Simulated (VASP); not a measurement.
Set up this calculation in VASP 6.6.1, as the native input.

```
Task                   : relaxation of cell and atoms
Functional             : PBEsol
Potentials or basis    : VASP PAW PBE potentials, release 64 (Si)
Cutoff                 : 500 eV
k mesh                 : 7 × 7 × 7
Occupations            : methfessel-paxton, width 0.3 eV
Spin                   : no spin polarisation
Dipole correction      : no
Further INCAR settings : ALGO = Normal; EDIFF = 1e-07; IBRION = 2; EDIFFG = -0.01; NSW = 80; ISIF = 3
```

The structure of Si lies in POSCAR:

```
Si
1.0
    0.0000000000      1.6700000000      1.6700000000
    1.6700000000      0.0000000000      1.6700000000
    1.6700000000      1.6700000000      0.0000000000
Si
1
Direct
    0.0000000000      0.0000000000      0.0000000000
```

This isn't the form of Si at room conditions, which is diamond.

One way to write it, as run:

INCAR

```
PREC = Accurate
ENCUT = 500
EDIFF = 1E-7
ISMEAR = 1
SIGMA = 0.3
LREAL = F
LASPH = T
NELM = 120
ALGO = Normal
ISIF = 3
LWAVE = F
LCHARG = F
GGA = PS
IBRION = 2
NSW = 80
EDIFFG = -0.01
GGA_COMPAT = F
NELMIN = 4
```

KPOINTS

```
regular mesh
0
Gamma
  7 7 7
```

Potentials or basis: VASP PAW PBE potentials, release 64 (Si).

Launch:

```console
$ cat potpaw_PBE.64/Si/POTCAR > POTCAR
$ mpirun -np 1 vasp_std > vasp.out
```

Results of the run:

| Property | Result |
| --- | --- |
| Relaxed volume | 14.06 Å³/atom |
| Relaxed cell | a = 2.709 Å, b = 2.709 Å, c = 2.709 Å, α = 60.00°, β = 60.00°, γ = 60.00° |
| Space group after relaxing (to 0.1 Å) | Fm-3m (No. 225) |
| Energy gained by relaxing | 934.3 meV/atom |
| Ionic steps | 5 |
| Pressure after relaxing | 0.0 GPa |
| Band gap on the k mesh | zero (bands 2 and 3 overlap by 14.02 eV) |

Caveat: the k points lie up to 0.41 Å⁻¹ apart in the final cell, too coarse for converged energies and pressures of a metal; the volume moved by over 15 % at a fixed basis, so the end points are rough; so wide a smearing shifts energies and pressures; the PAW data sets were made with another functional, which shifts forces and pressure a little.

It took 4.9 s on 1 thread of Intel(R) Xeon(R) Platinum 8375C CPU @ 2.90GHz (Ice Lake), on a shared host, peak memory 0.11 GiB.
